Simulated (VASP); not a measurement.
Set up this calculation in VASP 6.6.1, as the native input.

- Task: single point
- Functional: r2SCAN
- Potentials or basis: VASP PAW PBE potentials, release 64 (Ta_pv, N)
- Cutoff: 520 eV
- k mesh: 18 × 18 × 18
- Occupations: gaussian, width 0.15 eV
- Spin: no spin polarisation
- Dipole correction: no
- Further INCAR settings: ALGO = Normal; EDIFF = 1e-06; NBANDS = 15

The system is TaN.

```
CELL_PARAMETERS angstrom
0.00000 2.35332 2.09184
2.35332 0.00000 2.09184
2.35332 2.35332 0.00000
ATOMIC_POSITIONS crystal
Ta 0.50000 0.50000 0.50000
N 0.00000 0.00000 0.00000
```

This cell differs from its parent crystal: strain +0.080 along x and y, -0.040 along z.

The input as run:

POSCAR

```
TaN
1.0
    0.0000000000      2.3533200000      2.0918400000
    2.3533200000      0.0000000000      2.0918400000
    2.3533200000      2.3533200000      0.0000000000
Ta N
1 1
Direct
    0.5000000000      0.5000000000      0.5000000000
    0.0000000000      0.0000000000      0.0000000000
```

INCAR.step1

```
SYSTEM = TaN
ALGO = Normal
EDIFF = 1E-4
ENCUT = 520
GGA = PE
ISMEAR = 0
LASPH = .TRUE.
LCHARG = .FALSE.
LREAL = .FALSE.
LWAVE = .TRUE.
NBANDS = 15
NELM = 100
PREC = Accurate
SIGMA = 0.15
```

INCAR.step2

```
SYSTEM = TaN
ALGO = Normal
EDIFF = 1E-6
ENCUT = 520
ISIF = 2
ISMEAR = 0
ISTART = 1
LASPH = .TRUE.
LCHARG = .TRUE.
LELF = .TRUE.
LMIXTAU = .TRUE.
LREAL = .FALSE.
LVHAR = .TRUE.
LWAVE = .FALSE.
METAGGA = R2SCAN
NBANDS = 15
NELM = 100
PREC = Accurate
SIGMA = 0.15
```

KPOINTS

```
k-points
0
G
  18 18 18
  0 0 0
```

Potentials or basis: VASP PAW PBE potentials, release 64 (Ta_pv, N).

Run with:

```bash
$ cat potpaw_PBE.64/Ta_pv/POTCAR potpaw_PBE.64/N/POTCAR > POTCAR
$ cp INCAR.step1 INCAR
$ mpirun -np 1 vasp_std > vasp.out
$ cp INCAR.step2 INCAR
$ mpirun -np 1 vasp_std > vasp.out
```

Results of the run:

The pressure is -13.5 GPa and the band gap on the k mesh is zero (bands 8 and 9 overlap by 3.51 eV).

Caveat: the cell differs from its parent crystal (strain +0.080 along x and y, -0.040 along z); the stress differs along the axes, from -30 to 20 GPa; the PAW data sets were made with another functional, which shifts forces and pressure a little; spin-orbit coupling is left out, which moves the levels of the heavy elements.

Wall time 5.2 min on 1 thread of Intel(R) Xeon(R) Platinum 8488C (Sapphire Rapids), on a shared host, peak memory 0.29 GiB.
